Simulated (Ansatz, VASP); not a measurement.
Two plane-wave programs on Na

The input POSCAR:

```
Na
1.0
    3.8135743766      0.0000000000      0.0000000000
   -1.9067871883      3.3026522894      0.0000000000
    0.0000000000      0.0000000000     12.4551339141
Na
4
Direct
    0.0000000000      0.0000000000      0.0000000000
    0.0000000000      0.0000000000      0.5000000000
    0.3333333333      0.6666666667      0.2500000000
    0.6666666667      0.3333333333      0.7500000000
```

INCAR.step1

```
PREC = Accurate
ENCUT = 520
ISMEAR = -1
SIGMA = 0.1
LREAL = False
LASPH = True
NELM = 100
NBANDS = 22
GGA = PE
ALGO = Normal
EDIFF = 1E-4
LWAVE = True
LCHARG = False
```

File INCAR.step2:

```
PREC = Accurate
ENCUT = 520
EDIFF = 1E-6
ISMEAR = -1
SIGMA = 0.1
LREAL = False
LASPH = True
NELM = 100
ALGO = Normal
ISIF = 2
LWAVE = False
LCHARG = False
METAGGA = R2SCAN
LMIXTAU = True
NBANDS = 22
ISTART = 1
```

KPOINTS

```
regular mesh
0
Gamma
  11 11 3
```

Input for Ansatz:

```yaml
crystal:
  lattice:
    - [3.8135743766, 0.0, 0.0]
    - [-1.9067871883, 3.3026522894, 0.0]
    - [0.0, 0.0, 12.4551339141]
  atoms:
    - { symbol: Na, position: [0.0, 0.0, 0.0] }
    - { symbol: Na, position: [0.0, 0.0, 0.5] }
    - { symbol: Na, position: [0.3333333333, 0.6666666667, 0.25] }
    - { symbol: Na, position: [0.6666666667, 0.3333333333, 0.75] }
hamiltonian:
  xc: r2scan
  pseudopotentials:
    kind: paw
    azcp:
      Na: "pseudopotentials/Na.paw.azcp"
basis:
  ecutwfc: 500
  fft_grid_basis: typed
kpoints:
  mp_grid: { grid: [11, 11, 3], shift: [0, 0, 0] }
magnetization:
  spin_polarized: false
scf:
  occupations: { method: fermi_dirac, width: 0.1 }
  lower_state_search: "off"
output:
  stress: true
```

Alike in both runs: task single point; functional r2SCAN; k mesh 11 × 11 × 3; occupations fermi-dirac, width 0.1 eV; no spin polarisation.

|  | VASP | Ansatz |
| --- | --- | --- |
| version | VASP 6.6.1 | Ansatz 0.2.0 |
| potentials or method | VASP PAW PBE potentials, release 64 (Na_pv), cutoff 520 eV | plane waves (500 eV) with PAW, scalar-relativistic |
| valence electrons in the cell | 28 | 36 |

Ansatz gave:

| Quantity | Value |
| --- | --- |
| pressure (GPa) | -0.3 |
| traceless stress, the component that is largest in VASP (GPa) | 0.11 |

Q: Which values does VASP return?

A: Pressure (GPa): -0.3; traceless stress, the component that is largest in VASP (GPa): 0.18.

VASP's potentials were made for PBE, not for r2SCAN. VASP's potentials hold 28 valence electrons a cell and Ansatz's 36, so a difference there can come from the potentials and not from the codes.
